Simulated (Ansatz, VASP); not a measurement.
WS2 in VASP and in Ansatz

```
W S
1.0
     3.06713    0.00000    0.00000
    -1.53357    2.65621    0.00000
     0.00000    0.00000   16.10575
W S
1 2
Direct
  0.33333 0.66667 0.00000
  0.66667 0.33333 0.90758
  0.66667 0.33333 0.09242
```

Change from the starting cell: strain -0.025 along x and y, -0.050 along z, atoms carried along.

Alike in both runs: task single point; functional PBEsol; k mesh 12 × 12 × 2; occupations gaussian, width 0.05 eV; no spin polarisation.

|  | VASP | Ansatz |
| --- | --- | --- |
| version | VASP 6.6.1 | Ansatz 0.2.0 |
| potentials or method | VASP PAW PBE potentials, release 64 (W_sv, S), cutoff 520 eV | scalar-relativistic, plane waves, PAW |
| valence electrons in the cell | 26 | 26 |

|  | VASP | Ansatz | Ansatz less VASP |
| --- | --- | --- | --- |
| gap on the k mesh at the Fermi level (eV) | 1.96 | 1.94 | -0.018 |
| least direct gap on the mesh (eV) | 2.01 | 2.00 | -0.007 |
| rms of the force components (eV/Å) | 1.232 | 1.219 | -0.0127 |

VASP's potentials were made for PBE, not for PBEsol. Atom by atom the forces differ by 0.013 eV/Å (rms over components). With one functional, cell and mesh, what is left measures potentials, basis and numerics. Ansatz's warnings: xc potential rough in thin density.

Spin-orbit coupling is off throughout.
